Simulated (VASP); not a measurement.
## MgZn4O: single point with PBE

MgZn4O:

```
Mg Zn O
1.0
     3.03060    0.00000    0.00000
    -1.51530    2.62457    0.00000
     0.00000    0.00000   11.11121
Mg Zn O
1 4 1
Direct
  0.33333 0.66667 0.11080
  0.66667 0.33333 0.87652
  0.33333 0.66667 0.51641
  0.00000 0.00000 0.69324
  0.00000 0.00000 0.33024
  0.00000 0.00000 0.02280
```

* Program: VASP 6.6.1
* Task: single point
* Functional: PBE
* Potentials or basis: VASP PAW PBE potentials, release 64 (Mg, Zn, O)
* Cutoff: 520 eV
* k mesh: 6 × 6 × 2
* Occupations: gaussian, width 0.1 eV
* Spin: collinear spin, ferromagnetic start
* Starting moments: [0.0, 0.0, 0.0, 0.0, 0.0, 1.0] μB
* Dipole correction: no
* Further INCAR settings: ALGO = Normal; EDIFF = 1e-06; NBANDS = 41

* Pressure: -0.1 GPa
* Largest force: 0.091 eV/Å
* Band gap on the k mesh: zero (filled and empty bands overlap)
* Net moment: 0.00 μB per cell
* Valence electrons inside the program's atomic spheres: Mg 0.41; Zn 10.64, 10.74, 10.69 (each value once); O 5.03

Forces in eV/Å, atoms in the order of the input:
```
Mg   0.000  0.000 -0.053
Zn   0.000  0.000 -0.075
Zn   0.000  0.000 -0.033
Zn   0.000  0.000  0.054
Zn   0.000  0.000  0.017
O    0.000  0.000  0.091
```

Stress tensor (GPa, compression positive):
```
-0.10  0.00  0.00
 0.00 -0.10  0.00
 0.00  0.00  0.02
```

Levels at points of the mesh, in eV from the Fermi level:
Spin up:
```
           k point  band 26  band 27  band 28  band 29  band 30  band 31
(0.00, 0.00, 0.00)    -3.26    -3.26    -1.86    -0.01     4.65     5.35
(0.50, 0.00, 0.00)    -3.12    -2.23    -1.37    -0.70     0.75     2.03
(0.00, 0.00, 0.50)    -3.38    -3.26    -3.26     1.54     2.63     7.61
(0.50, 0.00, 0.50)    -3.10    -2.06    -1.87     0.11     0.22     1.96
```
Spin down:
```
           k point  band 24  band 25  band 26  band 27  band 28  band 29  band 30  band 31  band 32  band 33
(0.00, 0.00, 0.00)    -5.90    -5.66    -3.26    -3.26    -1.86    -0.01     4.65     5.35    10.91    11.44
(0.50, 0.00, 0.00)    -3.81    -3.25    -3.12    -2.23    -1.37    -0.70     0.75     2.03     2.93     4.51
(0.00, 0.00, 0.50)    -6.77    -4.00    -3.38    -3.26    -3.26     1.54     2.63     7.61     8.55    11.43
(0.50, 0.00, 0.50)    -3.81    -3.24    -3.10    -2.06    -1.87     0.11     0.22     1.96     3.05     4.51
```

Wall time 71 s on 1 thread of AMD EPYC 9R45 (Zen 5), with other jobs on the host, peak memory 0.25 GiB.

Caveat: the k points lie up to 0.40 Å⁻¹ apart, too coarse for converged energies and pressures of a metal.
